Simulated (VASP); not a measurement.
# RbBr (Pm-3m) in VASP: single point with PBE

Aim: the single point of RbBr with PBE.

Program: VASP 6.6.1. These are calculated values, not measurements. Logs are shortened: lines on timing, memory, paths and dates and some standing lists are left out, and cuts for length are marked.

### Step 1. The cell of the first run

The structure is cubic, space group Pm-3m (No. 221). The conventional cell has a = 4.126 Å, b = 4.126 Å, c = 4.126 Å, α = 90.00°, β = 90.00°, γ = 90.00°. Within 4.7 Å of Rb (site symmetry m-3m) lie 8 Br at 3.57 Å and 6 Rb at 4.13 Å. Br (site symmetry m-3m) has 8 Rb at 3.57 Å and 6 Br at 4.13 Å within 4.7 Å.

### Step 2. Single point, PBE

The input, INCAR:

```
SYSTEM = RbBr
  PREC = Accurate
  ENCUT = 520
  EDIFF = 1E-6
  ISMEAR = 0
  SIGMA = 0.1
  LREAL = Auto
  LASPH = .TRUE.
  NELM = 100
  ALGO = Normal
  ISIF = 2
  LWAVE = .FALSE.
  LCHARG = .FALSE.
  GGA = PE
  NBANDS = 78
  ISYM = 0
```

The input, KPOINTS:

```
Automatic mesh
0
G
  1 1 1
  0 0 0
```

The input, POSCAR:

```
RbBr
1.0
    0.0000000000      0.0000000000     -8.2521546000
    0.0000000000     -8.2521546000      0.0000000000
   -8.2521546000      0.0000000000      0.0000000000
Rb Br
8 8
Direct
    0.5000000000      0.5000000000      0.5000000000
    0.0000000000      0.5000000000      0.5000000000
    0.5000000000      0.0000000000      0.5000000000
    0.0000000000      0.0000000000      0.5000000000
    0.5000000000      0.5000000000      0.0000000000
    0.0000000000      0.5000000000      0.0000000000
    0.5000000000      0.0000000000      0.0000000000
    0.0000000000      0.0000000000      0.0000000000
    0.2500000000      0.2500000000      0.2500000000
    0.7500000000      0.2500000000      0.2500000000
    0.2500000000      0.7500000000      0.2500000000
    0.7500000000      0.7500000000      0.2500000000
    0.2500000000      0.2500000000      0.7500000000
    0.7500000000      0.2500000000      0.7500000000
    0.2500000000      0.7500000000      0.7500000000
    0.7500000000      0.7500000000      0.7500000000
```

Potentials or basis: VASP PAW PBE potentials, release 64 (Rb_sv, Br).

Launch:

```bash
cat potpaw_PBE.64/Rb_sv/POTCAR potpaw_PBE.64/Br/POTCAR > POTCAR
mpirun -np 1 vasp_gam > vasp.out
```

OUTCAR:

```text
SYSTEM = RbBr
   PREC = Accurate
   ENCUT = 520
   EDIFF = 1E-6
   ISMEAR = 0
   LREAL = Auto
   LASPH = .TRUE.
   NELM = 100
   ISIF = 2
   GGA = PE
   ISYM = 0

 ion  position               nearest neighbor table
   1  0.500  0.500  0.500-   9 3.57  10 3.57  11 3.57  12 3.57  13 3.57  14 3.57  15 3.57  16 3.57
                             5 4.13   2 4.13   3 4.13   5 4.13   3 4.13   2 4.13
   2  0.000  0.500  0.500-   9 3.57  10 3.57  11 3.57  12 3.57  13 3.57  14 3.57  15 3.57  16 3.57
                             6 4.13   1 4.13   4 4.13   6 4.13   4 4.13   1 4.13
   3  0.500  0.000  0.500-   9 3.57  10 3.57  11 3.57  12 3.57  13 3.57  14 3.57  15 3.57  16 3.57
                             7 4.13   1 4.13   4 4.13   7 4.13   1 4.13   4 4.13
   4  0.000  0.000  0.500-   9 3.57  10 3.57  11 3.57  12 3.57  13 3.57  14 3.57  15 3.57  16 3.57
                             8 4.13   2 4.13   3 4.13   8 4.13   2 4.13   3 4.13
   5  0.500  0.500  0.000-   9 3.57  10 3.57  11 3.57  12 3.57  13 3.57  14 3.57  15 3.57  16 3.57
                             7 4.13   1 4.13   6 4.13   1 4.13   7 4.13   6 4.13
   6  0.000  0.500  0.000-   9 3.57  10 3.57  11 3.57  12 3.57  13 3.57  14 3.57  15 3.57  16 3.57
                             8 4.13   2 4.13   5 4.13   2 4.13   8 4.13   5 4.13
   7  0.500  0.000  0.000-   9 3.57  10 3.57  11 3.57  12 3.57  13 3.57  14 3.57  15 3.57  16 3.57
                             8 4.13   3 4.13   5 4.13   3 4.13   5 4.13   8 4.13
   8  0.000  0.000  0.000-   9 3.57  10 3.57  11 3.57  12 3.57  13 3.57  14 3.57  15 3.57  16 3.57
                             7 4.13   4 4.13   6 4.13   4 4.13   6 4.13   7 4.13
   9  0.250  0.250  0.250-   1 3.57   2 3.57   3 3.57   4 3.57   5 3.57   6 3.57   7 3.57   8 3.57

  10  0.750  0.250  0.250-   1 3.57   2 3.57   3 3.57   4 3.57   5 3.57   6 3.57   7 3.57   8 3.57

  11  0.250  0.750  0.250-   1 3.57   2 3.57   3 3.57   4 3.57   5 3.57   6 3.57   7 3.57   8 3.57

  12  0.750  0.750  0.250-   1 3.57   2 3.57   3 3.57   4 3.57   5 3.57   6 3.57   7 3.57   8 3.57

  13  0.250  0.250  0.750-   1 3.57   2 3.57   3 3.57   4 3.57   5 3.57   6 3.57   7 3.57   8 3.57

  14  0.750  0.250  0.750-   1 3.57   2 3.57   3 3.57   4 3.57   5 3.57   6 3.57   7 3.57   8 3.57

  15  0.250  0.750  0.750-   1 3.57   2 3.57   3 3.57   4 3.57   5 3.57   6 3.57   7 3.57   8 3.57

  16  0.750  0.750  0.750-   1 3.57   2 3.57   3 3.57   4 3.57   5 3.57   6 3.57   7 3.57   8 3.57

IMPORTANT INFORMATION: All symmetrisations will be switched off!
NOSYMM: (Re-)initialisation of all symmetry stuff for point group C_1.

----------------------------------------------------------------------------------------

                                     Primitive cell

  volume of cell :     561.9557

  direct lattice vectors                    reciprocal lattice vectors
     0.000000000  0.000000000 -8.252154600     0.000000000  0.000000000 -0.121180473
     0.000000000 -8.252154600  0.000000000     0.000000000 -0.121180473  0.000000000
    -8.252154600  0.000000000  0.000000000    -0.121180473  0.000000000  0.000000000

  length of vectors
     8.252154600  8.252154600  8.252154600     0.121180473  0.121180473  0.121180473

  position of ions in fractional coordinates (direct lattice)
     0.500000000  0.500000000  0.500000000
     0.000000000  0.500000000  0.500000000
     0.500000000  0.000000000  0.500000000
     0.000000000  0.000000000  0.500000000
     0.500000000  0.500000000  0.000000000
     0.000000000  0.500000000  0.000000000
[... 8 lines left out ...]
     0.250000000  0.750000000  0.750000000
     0.750000000  0.750000000  0.750000000

  ion indices of the primitive-cell ions
   primitive index   ion index
                 1           1
                 2           2
                 3           3
                 4           4
                 5           5
                 6           6
[... 8 lines left out ...]
                15          15
                16          16

----------------------------------------------------------------------------------------

 KPOINTS: Automatic mesh

Automatic generation of k-mesh.
 Grid dimensions read from file:
 generate k-points for:    1    1    1

 Generating k-lattice:

  Cartesian coordinates                     Fractional coordinates (reciprocal lattice)
     0.000000000  0.000000000 -0.121180473     1.000000000  0.000000000  0.000000000
     0.000000000 -0.121180473  0.000000000     0.000000000  1.000000000  0.000000000
    -0.121180473  0.000000000  0.000000000     0.000000000  0.000000000  1.000000000

  Length of vectors
     0.121180473  0.121180473  0.121180473

  Shift w.r.t. Gamma in fractional coordinates (k-lattice)
     0.000000000  0.000000000  0.000000000

 Subroutine IBZKPT returns following result:
 ===========================================

 Found      1 irreducible k-points:

 Following reciprocal coordinates:
            Coordinates               Weight
  0.000000  0.000000  0.000000      1.000000
   k-points           NKPTS =      1   k-points in BZ     NKDIM =      1   number of bands    NBANDS=     78
   number of dos      NEDOS =    301   number of ions     NIONS =     16
   total plane-waves  NPLWV = 262144
   dimension x,y,z NGX =    64 NGY =   64 NGZ =   64
   dimension x,y,z NGXF=   128 NGYF=  128 NGZF=  128
   ions per type =               8   8
   NGX,Y,Z   is equivalent  to a cutoff of  12.89, 12.89, 12.89 a.u.
   NGXF,Y,Z  is equivalent  to a cutoff of  25.79, 25.79, 25.79 a.u.
 SYSTEM =  RbBr
   PREC   = accura    normal or accurate (medium, high low for compatibility)
   ISTART =      0    job   : 0-new  1-cont  2-samecut
   ICHARG =      2    charge: 1-file 2-atom 10-const
   ISPIN  =      1    spin polarized calculation?
   LNONCOLLINEAR =      F non collinear calculations
   LSORBIT =      F    spin-orbit coupling
   LASPH  =      T    aspherical Exc in radial PAW
   ENCUT  =  520.0 eV  38.22 Ry    6.18 a.u.  15.34 15.34 15.34*2*pi/ulx,y,z
   NELM   =    100;   NELMIN=  2; NELMDL= -5     # of ELM steps
   EDIFF  = 0.1E-05   stopping-criterion for ELM
   LREAL  =      T    real-space projection
   EDIFFG = 0.1E-04   stopping-criterion for IOM
   NSW    =      0    number of steps for IOM
   IBRION =     -1    ionic relax: 0-MD 1-quasi-New 2-CG
   NFREE  =      0    steps in history (QN), initial steepest desc. (CG)
   ISIF   =      2    stress and relaxation
   ISYM   =      0    0-nonsym 1-usesym 2-fastsym
   POTIM  = 0.5000    time-step for ionic-motion
   TEBEG  =    0.0;   TEEND  =   0.0 temperature during run
   PSTRESS=    0.0 pullay stress
   NELECT =     128.0000    total number of electrons
   NUPDOWN=      -1.0000    fix difference up-down
   EMIN   =  10.00;   EMAX   =-10.00  energy-range for DOS
   EFERMI =   0.00;   METHOD = LEGACY
   ISMEAR =     0;   SIGMA  =   0.10  broadening in eV -4-tet -1-fermi 0-gaus
   EFERMI_NEDOS =   21; number of points for ismear=-14 and -15
   IALGO  =     38    algorithm
   IMIX   =      4    mixing-type and parameters
     AMIX     =   0.40;   BMIX     =  1.00
     AMIX_MAG =   1.60;   BMIX_MAG =  1.00
  volume/ion in A,a.u.               =      35.12       237.02
  Fermi-wavevector in a.u.,A,eV,Ry     =   0.999795  1.889338 13.600238  0.999589
  Thomas-Fermi vector in A             =   2.132108
   LORBIT       =      0    0 simple, 1 ext, 2 COOP (PROOUT), +10 PAW based schemes
   GGA     = PE    functional components
   LHFCALC =     F    Hartree Fock is set to
   AEXX    =    0.0000 exact exchange contribution
   IVDW    =     0    specifies the selected vdW correction
   LEPSILON=     F    determine dielectric tensor
   LRPA    =     F    only Hartree local field effects (RPA)
 non-spin polarized calculation
 Gauss-broadening in eV      SIGMA  =   0.10
  energy-cutoff  :      520.00
  volume of cell :      561.96
 maximum number of plane-waves:      7602
 NGX is ok and might be reduce to    64
   NGX = 31   NGY = 31   NGZ = 31

 number of electron     128.0000013 magnetization

 Free energy of the ion-electron system (eV)
  ---------------------------------------------------
  ext. energy  EPLUGINS =         0.00000000
  ---------------------------------------------------
  free energy    TOTEN  =       -46.17985273 eV

  energy without entropy =      -46.17985273  energy(sigma->0) =      -46.17985273

 E-fermi :  -0.0572     XC(G=0):  -7.8901

 val. band max:       -0.5292183379   @ k =   0.0000   0.0000   0.0000
 cond. band min:       3.4653877513   @ k =   0.0000   0.0000   0.0000
 fundamental gap:      3.9946060892
 Fermi energy:        -0.0571600859

 k-point     1 :       0.0000    0.0000    0.0000
  band No.  band energies     occupation
      1     -25.8176      2.00000
      2     -25.7973      2.00000
      3     -25.7973      2.00000
      4     -25.7973      2.00000
      5     -25.7786      2.00000
      6     -25.7786      2.00000
[... 68 lines left out ...]
     75       6.2185      0.00000
     76       6.2185      0.00000
 [bands above 76 left out]

------------------------ aborting loop because EDIFF is reached ----------------------------------------

  FORCE on cell =-STRESS in cart. coord.  units (eV):
  Direction    XX          YY          ZZ          XY          YZ          ZX
  --------------------------------------------------------------------------------------
  -------------------------------------------------------------------------------------
  Total        6.7979181      6.7979353      6.7980030      0.0000106      0.0000046     -0.0000000
  in kB       19.3813686     19.3814178     19.3816107      0.0000303      0.0000130     -0.0000000
  external PRESSURE =      19.3814657 kB  Pullay stress =       0.0000000 kB

 VOLUME and BASIS-vectors are now :
 -----------------------------------------------------------------------------
  energy-cutoff  :      520.00
  volume of cell :      561.96
      direct lattice vectors                 reciprocal lattice vectors
     0.000000000  0.000000000 -8.252154600     0.000000000  0.000000000 -0.121180473
     0.000000000 -8.252154600  0.000000000     0.000000000 -0.121180473  0.000000000
    -8.252154600  0.000000000  0.000000000    -0.121180473  0.000000000  0.000000000

 POSITION                                       TOTAL-FORCE (eV/Angst)
 -----------------------------------------------------------------------------------
     -4.12608     -4.12608     -4.12608         0.000031      0.000038      0.000015
     -4.12608     -4.12608      0.00000         0.000006      0.000035     -0.000054
     -4.12608      0.00000     -4.12608         0.000038     -0.000015      0.000039
     -4.12608      0.00000      0.00000        -0.000069     -0.000002     -0.000008
      0.00000     -4.12608     -4.12608         0.000041      0.000000      0.000021
      0.00000     -4.12608      0.00000         0.000025      0.000071      0.000012
[... 8 lines left out ...]
     -6.18912     -6.18912     -2.06304        -0.000003     -0.000022      0.000001
     -6.18912     -6.18912     -6.18912        -0.000002     -0.000012      0.000001
 -----------------------------------------------------------------------------------
    total drift:                               -0.000046      0.000337      0.000038

  FREE ENERGIE OF THE ION-ELECTRON SYSTEM (eV)
  ---------------------------------------------------
  free  energy   TOTEN  =       -46.1798527286 eV

  energy  without entropy=      -46.1798527286  energy(sigma->0) =      -46.17985273
```

Wall time 51 s (1 thread of Intel Xeon Platinum 8488C (Sapphire Rapids), shared host); peak memory 0.51 GiB.

What came out:

- Free energy: -46.1799 eV
- Pressure: 1.9 GPa
- Band gap on the k mesh: 3.99 eV

Caveat: the k points lie up to 0.76 Å⁻¹ apart. A hybrid or GW would open this gap; PBE tends to underestimate it.
